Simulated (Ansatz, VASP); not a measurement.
# One calculation of MgO2, two programs

```
Mg O
1.0
     1.55662    0.89871    3.54639
    -1.55662    0.89871    3.54639
     0.00000   -1.79743    3.54639
Mg O
1 2
Direct
  0.00000 0.00000 0.00000
  0.42879 0.42879 0.42879
  0.57121 0.57121 0.57121
```

Change from the starting cell: strain -0.030 along x and y, +0.015 along z, atoms carried along.

Alike in both runs: task single point; functional r2SCAN; k mesh 12 × 12 × 12; occupations gaussian, width 0.05 eV; no spin polarisation.

|  | VASP | Ansatz |
| --- | --- | --- |
| version | VASP 6.6.1 | Ansatz 0.2.0 |
| potentials or method | VASP PAW PBE potentials, release 64 (Mg, O), cutoff 520 eV | scalar-relativistic, plane waves, PAW |
| valence electrons in the cell | 14 | 22 |

```tsv
	VASP	Ansatz	Ansatz less VASP
gap on the k mesh at the Fermi level (eV)	2.50	2.53	+0.028
least direct gap on the mesh (eV)	2.50	2.53	+0.028
pressure (GPa)	-2.0	-1.6	+0.42
traceless stress, the component that is largest in VASP (GPa)	-10.38	-11.66	-1.283
rms of the force components (eV/Å)	0.342	0.452	+0.1097
```

VASP's potentials were made for PBE, not for r2SCAN. Atom by atom the forces differ by 0.110 eV/Å (rms over components). VASP's potentials hold 14 valence electrons a cell and Ansatz's 22, so a difference there can come from the potentials and not from the codes.
